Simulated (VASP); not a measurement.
Crystal: TiH.

```xyz
2
Lattice="0.0000 2.0897 2.0897 2.0897 0.0000 2.0897 2.0897 2.0897 0.0000" Properties=species:S:1:pos:R:3 pbc="T T T"
Ti    0.0000    0.0000    0.0000
H     2.0897    2.0897    2.0897
```

| Quantity | Value |
| --- | --- |
| Program | VASP 6.6.1 |
| Task | relaxation of cell and atoms |
| Functional | LDA |
| Potentials or basis | VASP PAW LDA potentials, release 64 (Ti_sv, H) |
| Cutoff | 600 eV |
| k mesh | 10 × 10 × 10 |
| Occupations | fermi-dirac, width 0.05 eV |
| Spin | no spin polarisation |

At the start: pressure -8.1 GPa; volume 9.13 Å³/atom.

How do energy, volume and symmetry change on relaxing?

Over 3 steps the energy falls by 13.5 meV/atom and the volume is 8.62 Å³/atom (-5.6 %); space group Fm-3m (No. 225, to 0.1 Å) before and after.

Step by step:
| step | energy change (eV) | largest force (eV/Å) | pressure (GPa) | volume (Å³) |
| --- | --- | --- | --- | --- |
| 1 | 0.0000 | 0.0000 | -8.10 | 18.25 |
| 2 | -0.0260 | 0.0000 | 1.69 | 17.06 |
| 3 | -0.0270 | 0.0000 | 0.03 | 17.23 |

Final structure:
```xyz
2
Lattice="0.0000 2.0502 2.0502 2.0502 0.0000 2.0502 2.0502 2.0502 0.0000" Properties=species:S:1:pos:R:3 pbc="T T T"
Ti    0.0000    0.0000    0.0000
H     2.0502    2.0502    2.0502
```
